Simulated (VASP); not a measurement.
# CaO (Fm-3m) in VASP: further runs

CaO is run at these levels: PBE+D3(BJ); tasks: single point, relaxation of cell and atoms.

Everything below comes from runs of VASP 6.6.1. Logs are shortened: lines on timing, memory, paths and dates and some standing lists are left out, and cuts for length are marked.

## (1) The cell of the first run

Symmetry: Fm-3m, No. 225, cubic system. The conventional cell has a = 4.907 Å, b = 4.907 Å, c = 4.907 Å, α = 90.00°, β = 90.00°, γ = 90.00°. Ca (site symmetry m-3m) has 6 O at 2.45 Å within 3.2 Å. Within 3.2 Å of O (site symmetry m-3m) lie 6 Ca at 2.45 Å.

## (2) Single point, PBE+D3(BJ)

File INCAR:

```
SYSTEM = CaO
ALGO = Normal
EDIFF = 1E-6
ENCUT = 600
GGA = PE
GGA_COMPAT = .False.
ISIF = 2
ISMEAR = 0
IVDW = 12
LASPH = .True.
LCHARG = .False.
LREAL = .False.
LWAVE = .False.
NBANDS = 15
NELM = 120
PREC = Accurate
SIGMA = 0.1
```

File KPOINTS:

```
k-points
0
Gamma
  6 6 6
  0 0 0
```

File POSCAR:

```
CaO
1.0
    0.0000000000      2.4535000000      2.4535000000
    2.4535000000      0.0000000000      2.4535000000
    2.4535000000      2.4535000000      0.0000000000
Ca O
1 1
Direct
    0.0000000000      0.0000000000      0.0000000000
    0.5000000000      0.5000000000      0.5000000000
```

Potentials or basis: VASP PAW PBE potentials, release 64 (Ca_sv, O).

The run is started by

```console
cat potpaw_PBE.64/Ca_sv/POTCAR potpaw_PBE.64/O/POTCAR > POTCAR
mpirun -np 1 vasp_std > vasp.out
```

OUTCAR:

```text
SYSTEM = CaO
   EDIFF = 1E-6
   ENCUT = 600
   GGA = PE
   ISIF = 2
   ISMEAR = 0
   IVDW = 12
   LASPH = .True.
   LREAL = .False.
   NELM = 120
   PREC = Accurate
 IVDW          = 12

 ion  position               nearest neighbor table
   1  0.000  0.000  0.000-   2 2.45   2 2.45   2 2.45   2 2.45   2 2.45   2 2.45
   2  0.500  0.500  0.500-   1 2.45   1 2.45   1 2.45   1 2.45   1 2.45   1 2.45

  LATTYP: Found a face centered cubic cell.
 ALAT       =     4.9070000000

  Lattice vectors:

 A1 = (   0.0000000000,   2.4535000000,   2.4535000000)
 A2 = (   2.4535000000,   0.0000000000,   2.4535000000)
 A3 = (   2.4535000000,   2.4535000000,   0.0000000000)

Analysis of symmetry for initial positions (statically):
=====================================================================
 Subroutine PRICEL returns:
 Original cell was already a primitive cell.

 Routine SETGRP: Setting up the symmetry group for a
 face centered cubic supercell.

 Subroutine GETGRP returns: Found 48 space group operations
 (whereof 48 operations were pure point group operations)
 out of a pool of 48 trial point group operations.

The static configuration has the point symmetry O_h .

Analysis of symmetry for dynamics (positions and initial velocities):
=====================================================================
 Subroutine PRICEL returns:
 Original cell was already a primitive cell.

 Routine SETGRP: Setting up the symmetry group for a
 face centered cubic supercell.

 Subroutine GETGRP returns: Found 48 space group operations
 (whereof 48 operations were pure point group operations)
 out of a pool of 48 trial point group operations.

The dynamic configuration has the point symmetry O_h .

 Subroutine INISYM returns: Found 48 space group operations
 (whereof 48 operations are pure point group operations),
 and found     1 'primitive' translations

----------------------------------------------------------------------------------------

                                     Primitive cell

  volume of cell :      29.5385

  direct lattice vectors                    reciprocal lattice vectors
     0.000000000  2.453500000  2.453500000    -0.203790503  0.203790503  0.203790503
     2.453500000  0.000000000  2.453500000     0.203790503 -0.203790503  0.203790503
     2.453500000  2.453500000  0.000000000     0.203790503  0.203790503 -0.203790503

  length of vectors
     3.469772975  3.469772975  3.469772975     0.352975506  0.352975506  0.352975506

  position of ions in fractional coordinates (direct lattice)
     0.000000000  0.000000000  0.000000000
     0.500000000  0.500000000  0.500000000

  ion indices of the primitive-cell ions
   primitive index   ion index
                 1           1
                 2           2

----------------------------------------------------------------------------------------

 KPOINTS: k-points

Automatic generation of k-mesh.
 Grid dimensions read from file:
 generate k-points for:    6    6    6

 Generating k-lattice:

  Cartesian coordinates                     Fractional coordinates (reciprocal lattice)
    -0.033965084  0.033965084  0.033965084     0.166666667  0.000000000  0.000000000
     0.033965084 -0.033965084  0.033965084     0.000000000  0.166666667  0.000000000
     0.033965084  0.033965084 -0.033965084     0.000000000  0.000000000  0.166666667

  Length of vectors
     0.058829251  0.058829251  0.058829251

  Shift w.r.t. Gamma in fractional coordinates (k-lattice)
     0.000000000  0.000000000  0.000000000

 Subroutine IBZKPT returns following result:
 ===========================================

 Found     16 irreducible k-points:

 Following reciprocal coordinates:
            Coordinates               Weight
  0.000000  0.000000  0.000000      1.000000
  0.166667  0.000000  0.000000      8.000000
  0.333333  0.000000  0.000000      8.000000
  0.500000  0.000000  0.000000      4.000000
  0.166667  0.166667  0.000000      6.000000
  0.333333  0.166667  0.000000     24.000000
[... 8 lines left out ...]
 -0.333333  0.333333  0.166667     24.000000
 -0.333333  0.500000  0.166667     12.000000
   k-points           NKPTS =     16   k-points in BZ     NKDIM =     16   number of bands    NBANDS=     15
   number of dos      NEDOS =    301   number of ions     NIONS =      2
   total plane-waves  NPLWV =  21952
   dimension x,y,z NGX =    28 NGY =   28 NGZ =   28
   dimension x,y,z NGXF=    56 NGYF=   56 NGZF=   56
   ions per type =               1   1
   NGX,Y,Z   is equivalent  to a cutoff of  13.42, 13.42, 13.42 a.u.
   NGXF,Y,Z  is equivalent  to a cutoff of  26.83, 26.83, 26.83 a.u.
 SYSTEM =  CaO
   PREC   = accura    normal or accurate (medium, high low for compatibility)
   ISTART =      0    job   : 0-new  1-cont  2-samecut
   ICHARG =      2    charge: 1-file 2-atom 10-const
   ISPIN  =      1    spin polarized calculation?
   LNONCOLLINEAR =      F non collinear calculations
   LSORBIT =      F    spin-orbit coupling
   LASPH  =      T    aspherical Exc in radial PAW
   ENCUT  =  600.0 eV  44.10 Ry    6.64 a.u.   6.93  6.93  6.93*2*pi/ulx,y,z
   NELM   =    120;   NELMIN=  2; NELMDL= -5     # of ELM steps
   EDIFF  = 0.1E-05   stopping-criterion for ELM
   LREAL  =      F    real-space projection
   EDIFFG = 0.1E-04   stopping-criterion for IOM
   NSW    =      0    number of steps for IOM
   IBRION =     -1    ionic relax: 0-MD 1-quasi-New 2-CG
   NFREE  =      0    steps in history (QN), initial steepest desc. (CG)
   ISIF   =      2    stress and relaxation
   ISYM   =      2    0-nonsym 1-usesym 2-fastsym
   POTIM  = 0.5000    time-step for ionic-motion
   TEBEG  =    0.0;   TEEND  =   0.0 temperature during run
   PSTRESS=    0.0 pullay stress
   NELECT =      16.0000    total number of electrons
   NUPDOWN=      -1.0000    fix difference up-down
   EMIN   =  10.00;   EMAX   =-10.00  energy-range for DOS
   EFERMI =   0.00;   METHOD = LEGACY
   ISMEAR =     0;   SIGMA  =   0.10  broadening in eV -4-tet -1-fermi 0-gaus
   EFERMI_NEDOS =   21; number of points for ismear=-14 and -15
   IALGO  =     38    algorithm
   IMIX   =      4    mixing-type and parameters
     AMIX     =   0.40;   BMIX     =  1.00
     AMIX_MAG =   1.60;   BMIX_MAG =  1.00
  volume/ion in A,a.u.               =      14.77        99.67
  Fermi-wavevector in a.u.,A,eV,Ry     =   1.334501  2.521840 24.230504  1.780892
  Thomas-Fermi vector in A             =   2.463277
   LORBIT       =      0    0 simple, 1 ext, 2 COOP (PROOUT), +10 PAW based schemes
   GGA     = PE    functional components
   LHFCALC =     F    Hartree Fock is set to
   AEXX    =    0.0000 exact exchange contribution
   IVDW    =    12    specifies the selected vdW correction
   LEPSILON=     F    determine dielectric tensor
   LRPA    =     F    only Hartree local field effects (RPA)
 non-spin polarized calculation
 Gauss-broadening in eV      SIGMA  =   0.10
  energy-cutoff  :      600.00
  volume of cell :       29.54
 maximum number of plane-waves:      1002
   NGX = 13   NGY = 13   NGZ = 13

 number of electron      16.0000005 magnetization

 Free energy of the ion-electron system (eV)
  ---------------------------------------------------
  ext. energy  EPLUGINS =         0.00000000
  ---------------------------------------------------
  free energy    TOTEN  =       -12.79304509 eV

  energy without entropy =      -12.79304509  energy(sigma->0) =      -12.79304509

 E-fermi :   2.4418     XC(G=0): -10.1764

 val. band max:        2.0092268826   @ k =   0.0000   0.0000   0.0000
 cond. band min:       5.6532588281   @ k =   0.5000   0.5000   0.0000
 fundamental gap:      3.6440319455
 Fermi energy:         2.4417736902

 k-point     1 :       0.0000    0.0000    0.0000
  band No.  band energies     occupation
      1     -35.8898      2.00000
      2     -16.6935      2.00000
      3     -16.6935      2.00000
      4     -16.6935      2.00000
      5     -13.4048      2.00000
      6       2.0092      2.00000
      7       2.0092      2.00000
      8       2.0092      2.00000
      9       6.2365      0.00000
     10       8.0757      0.00000
     11       8.0757      0.00000
     12       8.0757      0.00000
     13       9.4742      0.00000
     14       9.4742      0.00000
     15      16.6911      0.00000

 k-point     2 :       0.1667    0.0000    0.0000
  band No.  band energies     occupation
      1     -35.8705      2.00000
      2     -16.9483      2.00000
      3     -16.7051      2.00000
      4     -16.7051      2.00000
      5     -13.1280      2.00000
      6       1.1839      2.00000
      7       1.6956      2.00000
      8       1.6956      2.00000
      9       7.3317      0.00000
     10       8.0357      0.00000
     11       8.4989      0.00000
     12       8.4989      0.00000
     13      10.0373      0.00000
     14      10.0373      0.00000
     15      17.4141      0.00000

 k-point     3 :       0.3333    0.0000    0.0000
  band No.  band energies     occupation
      1     -35.8317      2.00000
      2     -17.3736      2.00000
      3     -16.7280      2.00000
      4     -16.7280      2.00000
      5     -12.6551      2.00000
      6       0.0006      2.00000
      7       1.1590      2.00000
      8       1.1590      2.00000
      9       8.3243      0.00000
     10       9.2162      0.00000
     11       9.4637      0.00000
     12       9.4637      0.00000
     13      11.2082      0.00000
     14      11.2082      0.00000
     15      16.4769      0.00000

 k-point     4 :       0.5000    0.0000    0.0000
  band No.  band energies     occupation
      1     -35.8122      2.00000
      2     -17.5589      2.00000
      3     -16.7394      2.00000
      4     -16.7394      2.00000
      5     -12.4439      2.00000
      6      -0.4866      2.00000
      7       0.9233      2.00000
      8       0.9233      2.00000
      9       8.7681      0.00000
     10      10.0248      0.00000
     11      10.0248      0.00000
     12      10.0441      0.00000
     13      11.9189      0.00000
     14      11.9189      0.00000
     15      15.3802      0.00000
[... 163 lines left out ...]
 k-point    14 :       0.5000    0.3333    0.1667
  band No.  band energies     occupation
      1     -35.8070      2.00000
      2     -17.2636      2.00000
      3     -16.9006      2.00000
      4     -16.8016      2.00000
      5     -12.7931      2.00000
      6       0.2531      2.00000
      7       1.1140      2.00000
      8       1.2819      2.00000
      9       7.2886      0.00000
     10       9.1741      0.00000
     11      10.0820      0.00000
     12      10.3450      0.00000
     13      11.2642      0.00000
     14      12.6723      0.00000
     15      16.4252      0.00000

 k-point    15 :      -0.3333    0.3333    0.1667
  band No.  band energies     occupation
      1     -35.7942      2.00000
      2     -17.2628      2.00000
      3     -16.9586      2.00000
      4     -16.8480      2.00000
      5     -12.7700      2.00000
      6       0.3660      2.00000
      7       0.9499      2.00000
      8       1.0638      2.00000
      9       8.3239      0.00000
     10       8.3287      0.00000
     11      10.2372      0.00000
     12      10.7184      0.00000
     13      11.6214      0.00000
     14      14.2481      0.00000
     15      14.9291      0.00000

 k-point    16 :      -0.3333    0.5000    0.1667
  band No.  band energies     occupation
      1     -35.7884      2.00000
      2     -17.1043      2.00000
      3     -16.9819      2.00000
      4     -16.9540      2.00000
      5     -12.9527      2.00000
      6       0.7953      2.00000
      7       1.0048      2.00000
      8       1.2095      2.00000
      9       6.9327      0.00000
     10       9.3834      0.00000
     11       9.9154      0.00000
     12      11.1283      0.00000
     13      11.2658      0.00000
     14      14.2836      0.00000
     15      14.8494      0.00000

------------------------ aborting loop because EDIFF is reached ----------------------------------------

 Edisp (eV)   -0.51078

 E8    (eV) :    -0.2292

  FORCE on cell =-STRESS in cart. coord.  units (eV):
  Direction    XX          YY          ZZ          XY          YZ          ZX
  --------------------------------------------------------------------------------------
  -------------------------------------------------------------------------------------
  Total      -1.28380    -1.28380    -1.28380     0.00000     0.00000     0.00000
  in kB     -69.63386   -69.63386   -69.63386     0.00000     0.00000     0.00000
  external pressure =      -69.63 kB  Pullay stress =        0.00 kB

 VOLUME and BASIS-vectors are now :
 -----------------------------------------------------------------------------
  energy-cutoff  :      600.00
  volume of cell :       29.54
      direct lattice vectors                 reciprocal lattice vectors
     0.000000000  2.453500000  2.453500000    -0.203790503  0.203790503  0.203790503
     2.453500000  0.000000000  2.453500000     0.203790503 -0.203790503  0.203790503
     2.453500000  2.453500000  0.000000000     0.203790503  0.203790503 -0.203790503

 POSITION                                       TOTAL-FORCE (eV/Angst)
 -----------------------------------------------------------------------------------
      0.00000      0.00000      0.00000        -0.000000      0.000000      0.000000
      2.45350      2.45350      2.45350         0.000000     -0.000000     -0.000000
 -----------------------------------------------------------------------------------
    total drift:                                0.000000      0.000000      0.000000

  FREE ENERGIE OF THE ION-ELECTRON SYSTEM (eV)
  ---------------------------------------------------
  free  energy   TOTEN  =       -13.3038235738 eV

  energy  without entropy=      -13.3038235738  energy(sigma->0) =      -13.30382357
```

Wall time 5.3 s (1 thread of Intel Xeon 6975P-C (Granite Rapids), shared host); peak memory 0.16 GiB.

What came out:

```yaml
Free_energy: -13.3038 eV
Pressure: -7.0 GPa
Band_gap_on_the_k_mesh: 3.64 eV (least direct gap 4.03 eV)
Dispersion_energy_per_atom: -0.255 eV
```

Levels at points of the mesh, in eV from the valence-band top:
| k point | band 5 | band 6 | band 7 | band 8 | band 9 | band 10 | band 11 | band 12 |
| --- | --- | --- | --- | --- | --- | --- | --- | --- |
| (0.00, 0.00, 0.00) | -15.41 | 0.00 | 0.00 | 0.00 | 4.23 | 6.07 | 6.07 | 6.07 |
| (0.50, 0.00, 0.00) | -14.45 | -2.50 | -1.09 | -1.09 | 6.76 | 8.02 | 8.02 | 8.03 |
| (0.50, 0.50, 0.00) | -15.18 | -1.32 | -0.38 | -0.38 | 3.64 | 7.59 | 8.54 | 9.12 |

Caveat: the cell stands under tension. A k mesh can miss the band edges.

## (3) Single point, PBE+D3(BJ)

This run uses another cell than the first one, of 13.68 Å³/atom.

File INCAR:

```
SYSTEM = CaO
PREC = Accurate
ENCUT = 600
EDIFF = 1E-6
ISMEAR = 0
SIGMA = 0.02
LREAL = .FALSE.
LASPH = .TRUE.
NELM = 120
ALGO = Normal
ISIF = 2
LWAVE = .FALSE.
LCHARG = .FALSE.
GGA = PE
IVDW = 12
NBANDS = 15
GGA_COMPAT = .FALSE.
```

File KPOINTS:

```
Automatic mesh
0
G
  8 8 8
  0 0 0
```

File POSCAR:

```
CaO
1.0
    0.0000000000      2.3915953206      2.3915953206
    2.3915953206      0.0000000000      2.3915953206
    2.3915953206      2.3915953206      0.0000000000
Ca O
1 1
Direct
    0.0000000000      0.0000000000      0.0000000000
    0.5000000000      0.5000000000      0.5000000000
```

Potentials or basis: VASP PAW PBE potentials, release 64 (Ca_sv, O).

The run is started by

```console
cat potpaw_PBE.64/Ca_sv/POTCAR potpaw_PBE.64/O/POTCAR > POTCAR
mpirun -np 1 vasp_std > vasp.out
```

It took 7.2 s on 1 thread of Intel Xeon 6975P-C (Granite Rapids), shared host; peak memory 0.17 GiB.

The run converged. Its results:

```
Free energy                : -13.3480 eV
Pressure                   : 0.5 GPa
Band gap on the k mesh     : 3.63 eV (least direct gap 4.00 eV)
Dispersion energy per atom : -0.276 eV
```

Levels at points of the mesh, in eV from the valence-band top:
| k point | band 5 | band 6 | band 7 | band 8 | band 9 | band 10 | band 11 | band 12 |
| --- | --- | --- | --- | --- | --- | --- | --- | --- |
| (0.00, 0.00, 0.00) | -15.56 | 0.00 | 0.00 | 0.00 | 4.83 | 6.26 | 6.26 | 6.26 |
| (0.50, 0.00, 0.00) | -14.30 | -2.67 | -1.23 | -1.23 | 7.12 | 8.43 | 8.43 | 8.62 |
| (0.50, 0.50, 0.00) | -15.32 | -1.29 | -0.37 | -0.37 | 3.63 | 8.15 | 8.98 | 9.63 |

A k mesh can miss the band edges. A hybrid or GW would open this gap; PBE tends to underestimate it.

(Continued in part 2 of 2.)
